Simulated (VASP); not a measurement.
VH:

```
V H
1.0
     0.00000    2.09383    2.09383
     2.09383    0.00000    2.09383
     2.09383    2.09383    0.00000
V H
1 1
Direct
  0.00000 0.00000 0.00000
  0.25000 0.25000 0.25000
```

This cell differs from its parent crystal: atoms taken out.

* Program: VASP 6.6.1
* Task: relaxation of cell and atoms
* Functional: r2SCAN
* Potentials or basis: VASP PAW PBE potentials, release 64 (V_sv, H)
* Cutoff: 600 eV
* k mesh: 8 × 8 × 8
* Occupations: gaussian, width 0.1 eV
* Spin: collinear spin, ferromagnetic start
* Starting moments: [0.48, 0.0] μB

At the start: pressure -15.6 GPa; volume 9.18 Å³/atom.

**Question.** How do energy, volume and symmetry change on relaxing?

**Answer.** Over 3 steps the energy falls by 47.5 meV/atom and the volume is 8.28 Å³/atom (-9.8 %); space group F-43m (No. 216, to 0.1 Å) before and after; moment 0.00 μB per cell.

The path:
```
step  energy change (eV)  largest force (eV/Å)  pressure (GPa)  volume (Å³)
   1              0.0000                0.0000          -15.57        18.36
   2             -0.0864                0.0000            5.86        16.09
   3             -0.0949                0.0000            0.01        16.57
```

Final structure:
```
V H
1.0
     0.00000    2.02330    2.02330
     2.02330    0.00000    2.02330
     2.02330    2.02330    0.00000
V H
1 1
Direct
  0.00000 0.00000 0.00000
  0.25000 0.25000 0.25000
```

Caveat: the cell differs from its parent crystal (atoms taken out); the PAW data sets were made with another functional, which shifts forces and pressure a little.
